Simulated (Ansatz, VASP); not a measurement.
## One calculation of Pb, two programs

```
Pb
1.0
     0.00000    2.49475    2.49475
     2.49475    0.00000    2.49475
     2.49475    2.49475    0.00000
Pb
1
Direct
  0.00000 0.00000 0.00000
```

Alike in both runs: task relaxation of cell and atoms; functional r2SCAN; k mesh 14 × 14 × 14; occupations gaussian, width 0.1 eV; no spin polarisation.

|  | VASP | Ansatz |
| --- | --- | --- |
| version | VASP 6.6.1 | Ansatz 0.2.0 |
| potentials or method | VASP PAW PBE potentials, release 64 (Pb_d), cutoff 600 eV | scalar-relativistic, plane waves, PAW |
| valence electrons in the cell | 14 | 14 |

VASP gave:

| Quantity | Value |
| --- | --- |
| gap on the k mesh at the Fermi level, each at its own relaxed structure (eV) | none |
| relaxed volume (Å³/atom) | 31.20 |
| relaxed length of the cell vector where the two differ most in proportion (Å) | 3.534 |

Task: Which values does Ansatz return?

Result: gap on the k mesh at the Fermi level, each at its own relaxed structure (eV): none; relaxed volume (Å³/atom): 31.17; relaxed length of the cell vector where the two differ most in proportion (Å): 3.532.

VASP's potentials were made for PBE, not for r2SCAN. A gap of «none» marks a metal or a gap that the smearing closes.

Spin-orbit coupling is off throughout.
